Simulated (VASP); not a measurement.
# GaN (Fm-3m) in VASP: a series of runs, part 2 of 3

VASP 6.6.1. Earlier steps stand in the parts before.

### Step 3. Electric field gradients, PBEsol (volume scaled by 1.04)

INCAR

```
ALGO = Normal ; EDIFF = 1E-8
ENCUT = 520 ; GGA = PS
ISIF = 2 ; ISMEAR = -1
LASPH = T ; LCHARG = F
LEFG = T ; LREAL = F
LWAVE = F ; NBANDS = 16
NELM = 60 ; PREC = Accurate
SIGMA = 0.02
```

KPOINTS

```
k-points
0
Gamma
  10 10 10
```

POSCAR

```
GaN
1.0
    0.0000000000      2.0187201121      2.0187201121
    2.0187201121      0.0000000000      2.0187201121
    2.0187201121      2.0187201121      0.0000000000
Ga N
1 1
Direct
    0.5000000000      0.5000000000      0.5000000000
    0.0000000000      0.0000000000      0.0000000000
```

Potentials or basis: VASP PAW PBE potentials, release 64 (Ga_d, N).

Command:

```console
$ cat potpaw_PBE.64/Ga_d/POTCAR potpaw_PBE.64/N/POTCAR > POTCAR
$ mpirun -np 1 vasp_std > vasp.out
```

OUTCAR:

```text
EDIFF = 1E-8
   ENCUT = 520
   GGA = PS
   ISIF = 2
   ISMEAR = -1
   LASPH = T
   LREAL = F
   NELM = 60
   PREC = Accurate

 ion  position               nearest neighbor table
   1  0.500  0.500  0.500-   2 2.02   2 2.02   2 2.02   2 2.02   2 2.02   2 2.02
   2  0.000  0.000  0.000-   1 2.02   1 2.02   1 2.02   1 2.02   1 2.02   1 2.02

  LATTYP: Found a face centered cubic cell.
 ALAT       =     4.0374402242

  Lattice vectors:

 A1 = (   0.0000000000,   2.0187201121,   2.0187201121)
 A2 = (   2.0187201121,   0.0000000000,   2.0187201121)
 A3 = (   2.0187201121,   2.0187201121,   0.0000000000)

Analysis of symmetry for initial positions (statically):
=====================================================================
 Subroutine PRICEL returns:
 Original cell was already a primitive cell.

 Routine SETGRP: Setting up the symmetry group for a
 face centered cubic supercell.

 Subroutine GETGRP returns: Found 48 space group operations
 (whereof 48 operations were pure point group operations)
 out of a pool of 48 trial point group operations.

The static configuration has the point symmetry O_h .

Analysis of symmetry for dynamics (positions and initial velocities):
=====================================================================
 Subroutine PRICEL returns:
 Original cell was already a primitive cell.

 Routine SETGRP: Setting up the symmetry group for a
 face centered cubic supercell.

 Subroutine GETGRP returns: Found 48 space group operations
 (whereof 48 operations were pure point group operations)
 out of a pool of 48 trial point group operations.

The dynamic configuration has the point symmetry O_h .

 Subroutine INISYM returns: Found 48 space group operations
 (whereof 48 operations are pure point group operations),
 and found     1 'primitive' translations

----------------------------------------------------------------------------------------

                                     Primitive cell

  volume of cell :      16.4535

  direct lattice vectors                    reciprocal lattice vectors
     0.000000000  2.018720112  2.018720112    -0.247681686  0.247681686  0.247681686
     2.018720112  0.000000000  2.018720112     0.247681686 -0.247681686  0.247681686
     2.018720112  2.018720112  0.000000000     0.247681686  0.247681686 -0.247681686

  length of vectors
     2.854901361  2.854901361  2.854901361     0.428997263  0.428997263  0.428997263

  position of ions in fractional coordinates (direct lattice)
     0.500000000  0.500000000  0.500000000
     0.000000000  0.000000000  0.000000000

  ion indices of the primitive-cell ions
   primitive index   ion index
                 1           1
                 2           2

----------------------------------------------------------------------------------------

 KPOINTS: k-points

Automatic generation of k-mesh.
 Grid dimensions read from file:
 generate k-points for:   10   10   10

 Generating k-lattice:

[... 63 lines left out ...]
   EDIFFG = 0.1E-06   stopping-criterion for IOM
   NSW    =      0    number of steps for IOM
   IBRION =     -1    ionic relax: 0-MD 1-quasi-New 2-CG
   NFREE  =      0    steps in history (QN), initial steepest desc. (CG)
   ISIF   =      2    stress and relaxation
   ISYM   =      2    0-nonsym 1-usesym 2-fastsym
   POTIM  = 0.5000    time-step for ionic-motion
   TEBEG  =    0.0;   TEEND  =   0.0 temperature during run
   PSTRESS=    0.0 pullay stress
   NELECT =      18.0000    total number of electrons
   NUPDOWN=      -1.0000    fix difference up-down
   EMIN   =  10.00;   EMAX   =-10.00  energy-range for DOS
   EFERMI =   0.00;   METHOD = LEGACY
   ISMEAR =    -1;   SIGMA  =   0.02  broadening in eV -4-tet -1-fermi 0-gaus
   EFERMI_NEDOS =   21; number of points for ismear=-14 and -15
   IALGO  =     38    algorithm
   IMIX   =      4    mixing-type and parameters
     AMIX     =   0.40;   BMIX     =  1.00
     AMIX_MAG =   1.60;   BMIX_MAG =  1.00
  volume/ion in A,a.u.               =       8.23        55.52
  Fermi-wavevector in a.u.,A,eV,Ry     =   1.686862  3.187707 38.715425  2.845503
  Thomas-Fermi vector in A             =   2.769451
   LORBIT       =      0    0 simple, 1 ext, 2 COOP (PROOUT), +10 PAW based schemes
   GGA     = PS    functional components
   LHFCALC =     F    Hartree Fock is set to
   AEXX    =    0.0000 exact exchange contribution
   IVDW    =     0    specifies the selected vdW correction
   LEPSILON=     F    determine dielectric tensor
   LRPA    =     F    only Hartree local field effects (RPA)
 non-spin polarized calculation
  energy-cutoff  :      520.00
  volume of cell :       16.45
 maximum number of plane-waves:       459
 NGX is ok and might be reduce to    24
   NGX = 11   NGY = 11   NGZ = 11

 number of electron      18.0000004 magnetization

 Free energy of the ion-electron system (eV)
  ---------------------------------------------------
  ext. energy  EPLUGINS =         0.00000000
  ---------------------------------------------------
  free energy    TOTEN  =       -11.98203705 eV

  energy without entropy =      -11.98203705  energy(sigma->0) =      -11.98203705

 E-fermi :  10.0451     XC(G=0): -14.0891

 val. band max:        9.5948110721   @ k =  -0.2000   0.2000   0.0000
 cond. band min:      11.0420680179   @ k =   0.5000   0.5000   0.0000
 fundamental gap:      1.4472569458
 Fermi energy:        10.0450522376

 k-point     1 :       0.0000    0.0000    0.0000
  band No.  band energies     occupation
      1      -9.1964      2.00000
      2      -4.3233      2.00000
      3      -4.3233      2.00000
      4      -4.3233      2.00000
      5      -4.1844      2.00000
      6      -4.1844      2.00000
[... 433 lines left out ...]
      3      -4.1362      2.00000
      4      -4.0894      2.00000
      5      -3.9794      2.00000
      6      -3.3207      2.00000
[... 8 lines left out ...]
     15      36.1964      0.00000
     16      38.0234      0.00000

 [... further k-points ...]
[... 5 lines left out ...]
  --------------------------------------------------------------------------------------
  -------------------------------------------------------------------------------------
  Total        4.3332661      4.3332661      4.3332661      0.0000000      0.0000000     -0.0000000
  in kB      421.9564397    421.9564397    421.9564397      0.0000000      0.0000000     -0.0000000
  external PRESSURE =     421.9564397 kB  Pullay stress =       0.0000000 kB

 VOLUME and BASIS-vectors are now :
 -----------------------------------------------------------------------------
  energy-cutoff  :      520.00
  volume of cell :       16.45
      direct lattice vectors                 reciprocal lattice vectors
     0.000000000  2.018720112  2.018720112    -0.247681686  0.247681686  0.247681686
     2.018720112  0.000000000  2.018720112     0.247681686 -0.247681686  0.247681686
     2.018720112  2.018720112  0.000000000     0.247681686  0.247681686 -0.247681686

 POSITION                                       TOTAL-FORCE (eV/Angst)
 -----------------------------------------------------------------------------------
      2.01872      2.01872      2.01872         0.000000     -0.000000     -0.000000
      0.00000      0.00000      0.00000         0.000000      0.000000      0.000000
 -----------------------------------------------------------------------------------
    total drift:                                0.000000     -0.000000      0.000000

  FREE ENERGIE OF THE ION-ELECTRON SYSTEM (eV)
  ---------------------------------------------------
  free  energy   TOTEN  =       -11.9820370543 eV

  energy  without entropy=      -11.9820370543  energy(sigma->0) =      -11.98203705

 Electric field gradients (V/A^2)
---------------------------------------------------------------------
 ion       V_xx      V_yy      V_zz      V_xy      V_xz      V_yz
---------------------------------------------------------------------
   1      -0.000    -0.000     0.000    -0.001    -0.001    -0.001
   2      -0.000    -0.000     0.000    -0.000    -0.000    -0.000
---------------------------------------------------------------------

 Electric field gradients after diagonalization (V/A^2)
 (convention: |V_zz| > |V_xx| > |V_yy|)
----------------------------------------------------------------------
 ion       V_xx      V_yy      V_zz     asymmetry (V_yy - V_xx)/ V_zz
----------------------------------------------------------------------
   1       0.001     0.001    -0.002       0.000
   2       0.000     0.000    -0.001       0.000
----------------------------------------------------------------------

           NMR quadrupolar parameters

 Cq : quadrupolar parameter    Cq=e*Q*V_zz/h
 eta: asymmetry parameters     (V_yy - V_xx)/ V_zz
 Q  : nuclear electric quadrupole moment in mb (millibarn)
----------------------------------------------------------------------
 ion       Cq(MHz)       eta       Q (mb)
----------------------------------------------------------------------
   1      -0.000       0.000       1.000
   2      -0.000       0.000       1.000
----------------------------------------------------------------------
```

Run time: 23 s. Hardware: 1 thread of Intel Xeon 8259CL, shared host; peak memory 0.14 GiB.

What came out:

```yaml
Free_energy: -11.9820 eV
Pressure: 42.2 GPa
Band_gap_on_the_k_mesh: 1.45 eV, indirect (least direct gap 4.63 eV)
```

Caveat: without QUAD_EFG the Cq values of the log hold for a quadrupole moment of 1 mb, not for the nuclei; the PAW data sets were made with another functional, which shifts forces and pressure a little. A k mesh can miss the band edges.

### Step 4. Electric field gradients, PBEsol (volume scaled by 0.99)

INCAR, as its differences from that of step 3:

```diff
@@ -6,3 +6,3 @@
 LWAVE = F ; NBANDS = 16
-NELM = 60 ; PREC = Accurate
+NELM = 80 ; PREC = Accurate
 SIGMA = 0.02
```

KPOINTS is that of step 3.

POSCAR

```
GaN
1.0
    0.0000000000      1.9858360706      1.9858360706
    1.9858360706      0.0000000000      1.9858360706
    1.9858360706      1.9858360706      0.0000000000
Ga N
1 1
Direct
    0.5000000000      0.5000000000      0.5000000000
    0.0000000000      0.0000000000      0.0000000000
```

Potentials or basis: VASP PAW PBE potentials, release 64 (Ga_d, N).

Command:

```console
$ cat potpaw_PBE.64/Ga_d/POTCAR potpaw_PBE.64/N/POTCAR > POTCAR
$ mpirun -np 1 vasp_std > vasp.out
```

OUTCAR:

```text
EDIFF = 1E-8
   ENCUT = 520
   GGA = PS
   ISIF = 2
   ISMEAR = -1
   LASPH = T
   LREAL = F
   NELM = 80
   PREC = Accurate

 ion  position               nearest neighbor table
   1  0.500  0.500  0.500-   2 1.99   2 1.99   2 1.99   2 1.99   2 1.99   2 1.99
   2  0.000  0.000  0.000-   1 1.99   1 1.99   1 1.99   1 1.99   1 1.99   1 1.99

  LATTYP: Found a face centered cubic cell.
 ALAT       =     3.9716721412

  Lattice vectors:

 A1 = (   0.0000000000,   1.9858360706,   1.9858360706)
 A2 = (   1.9858360706,   0.0000000000,   1.9858360706)
 A3 = (   1.9858360706,   1.9858360706,   0.0000000000)

Analysis of symmetry for initial positions (statically):
=====================================================================
 Subroutine PRICEL returns:
 Original cell was already a primitive cell.

 Routine SETGRP: Setting up the symmetry group for a
 face centered cubic supercell.

 Subroutine GETGRP returns: Found 48 space group operations
 (whereof 48 operations were pure point group operations)
 out of a pool of 48 trial point group operations.

The static configuration has the point symmetry O_h .

Analysis of symmetry for dynamics (positions and initial velocities):
=====================================================================
 Subroutine PRICEL returns:
 Original cell was already a primitive cell.

 Routine SETGRP: Setting up the symmetry group for a
 face centered cubic supercell.

 Subroutine GETGRP returns: Found 48 space group operations
 (whereof 48 operations were pure point group operations)
 out of a pool of 48 trial point group operations.

The dynamic configuration has the point symmetry O_h .

 Subroutine INISYM returns: Found 48 space group operations
 (whereof 48 operations are pure point group operations),
[... 150 lines left out ...]

 k-point     1 :       0.0000    0.0000    0.0000
  band No.  band energies     occupation
      1      -9.0618      2.00000
      2      -3.6283      2.00000
      3      -3.6283      2.00000
      4      -3.6283      2.00000
      5      -3.4701      2.00000
      6      -3.4701      2.00000
[... 433 lines left out ...]
      3      -3.4194      2.00000
      4      -3.3862      2.00000
      5      -3.2373      2.00000
      6      -2.6999      2.00000
[... 8 lines left out ...]
     15      37.6478      0.00000
     16      39.6297      0.00000

 [... further k-points ...]
[... 5 lines left out ...]
  --------------------------------------------------------------------------------------
  -------------------------------------------------------------------------------------
  Total        6.2884937      6.2884937      6.2884937      0.0000000      0.0000000     -0.0000000
  in kB      643.2755352    643.2755352    643.2755352      0.0000000      0.0000000     -0.0000000
  external PRESSURE =     643.2755352 kB  Pullay stress =       0.0000000 kB

 VOLUME and BASIS-vectors are now :
 -----------------------------------------------------------------------------
  energy-cutoff  :      520.00
  volume of cell :       15.66
      direct lattice vectors                 reciprocal lattice vectors
     0.000000000  1.985836071  1.985836071    -0.251783119  0.251783119  0.251783119
     1.985836071  0.000000000  1.985836071     0.251783119 -0.251783119  0.251783119
     1.985836071  1.985836071  0.000000000     0.251783119  0.251783119 -0.251783119

 POSITION                                       TOTAL-FORCE (eV/Angst)
 -----------------------------------------------------------------------------------
      1.98584      1.98584      1.98584        -0.000000      0.000000     -0.000000
      0.00000      0.00000      0.00000         0.000000     -0.000000      0.000000
 -----------------------------------------------------------------------------------
    total drift:                                0.000000     -0.000000      0.000000

  FREE ENERGIE OF THE ION-ELECTRON SYSTEM (eV)
  ---------------------------------------------------
  free  energy   TOTEN  =       -11.7204442739 eV

  energy  without entropy=      -11.7204442739  energy(sigma->0) =      -11.72044427

 Electric field gradients (V/A^2)
---------------------------------------------------------------------
 ion       V_xx      V_yy      V_zz      V_xy      V_xz      V_yz
---------------------------------------------------------------------
   1       0.000    -0.000     0.000    -0.002    -0.002    -0.002
   2      -0.000     0.000     0.000     0.000     0.000     0.000
---------------------------------------------------------------------

 Electric field gradients after diagonalization (V/A^2)
 (convention: |V_zz| > |V_xx| > |V_yy|)
----------------------------------------------------------------------
 ion       V_xx      V_yy      V_zz     asymmetry (V_yy - V_xx)/ V_zz
----------------------------------------------------------------------
   1       0.002     0.002    -0.004       0.000
   2      -0.000    -0.000     0.000       0.000
----------------------------------------------------------------------

           NMR quadrupolar parameters

 Cq : quadrupolar parameter    Cq=e*Q*V_zz/h
 eta: asymmetry parameters     (V_yy - V_xx)/ V_zz
 Q  : nuclear electric quadrupole moment in mb (millibarn)
----------------------------------------------------------------------
 ion       Cq(MHz)       eta       Q (mb)
----------------------------------------------------------------------
   1      -0.000       0.000       1.000
   2       0.000       0.000       1.000
----------------------------------------------------------------------
```

Wall time 25 s (1 thread of Intel Xeon 8259CL, shared host); peak memory 0.14 GiB.

What came out:

```yaml
Free_energy: -11.7204 eV
Pressure: 64.3 GPa
Band_gap_on_the_k_mesh: 1.80 eV, indirect (least direct gap 5.37 eV)
```

Caveat: without QUAD_EFG the Cq values of the log hold for a quadrupole moment of 1 mb, not for the nuclei; the PAW data sets were made with another functional, which shifts forces and pressure a little. A k mesh can miss the band edges.

[end of part 2 of 3]
